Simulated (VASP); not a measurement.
Set up this calculation in VASP 6.6.1, as the native input.

```
Task                      : relaxation of the atoms
Functional                : PBEsol
Potentials or basis       : VASP PAW PBE potentials, release 64 (Mg, O)
Cutoff                    : 520 eV
k mesh                    : 8 × 5 × 1
Occupations               : gaussian, width 0.1 eV
Spin                      : no spin polarisation
Dipole correction         : yes
Atoms held fixed (from 0) : [0, 1, 2, 3, 4]
Further INCAR settings    : ALGO = Normal; EDIFF = 1e-07; IBRION = 2; EDIFFG = -0.025; NSW = 36
```

The structure of Mg4O lies in POSCAR:

```
Mg4O
1.0
    3.1881999939      0.0000000000      0.0000000000
    0.0000000000      5.1084658709      0.0000000000
    0.0000000000      0.0000000000     19.1358427726
Mg O
4 1
Selective dynamics
Direct
    0.0000000000      0.7500000000      0.2090318178  F F F
    0.5000000000      0.2500000000      0.2571276385  F F F
    0.5000000000      0.7500000000      0.3576109084  F F F
    0.0000000000      0.2500000000      0.3990335238  F F F
    0.0000000000      0.5000000000      0.4702935226  F F T
```

The input as run:

INCAR

```
PREC     = Accurate       # precision mode
ENCUT    = 520            # plane-wave cutoff, eV
EDIFF    = 1E-7           # SCF threshold, eV
ISMEAR   = 0              # smearing method
SIGMA    = 0.1            # smearing width, eV
LREAL    = False          # projectors in reciprocal space
LASPH    = True           # aspherical terms in the spheres
NELM     = 100            # most SCF steps
ALGO     = Normal         # electronic algorithm
ISIF     = 2              # what is computed and relaxed
LWAVE    = False          # write WAVECAR
LCHARG   = False          # write CHGCAR
LDIPOL   = True         
IDIPOL   = 3            
DIPOL    = 0.5 0.5 0.339
GGA      = PS             # functional
IBRION   = 2              # ionic algorithm
NSW      = 36             # ionic steps
EDIFFG   = -0.025         # ionic threshold
```

KPOINTS

```
Automatic mesh
0
Gamma
  8 5 1
```

Potentials or basis: VASP PAW PBE potentials, release 64 (Mg, O).

The run is started by

```bash
$ cat potpaw_PBE.64/Mg/POTCAR potpaw_PBE.64/O/POTCAR > POTCAR
$ mpirun -np 1 vasp_std > vasp.out
```

It gave:

* Energy gained by relaxing: 56.2 meV/atom
* Ionic steps: 3
* Band gap on the k mesh: zero (bands 7 and 8 overlap by 0.44 eV)

It took 3.4 min on 1 thread of Intel(R) Xeon(R) Platinum 8488C (Sapphire Rapids), with other jobs on the host, peak memory 0.41 GiB.
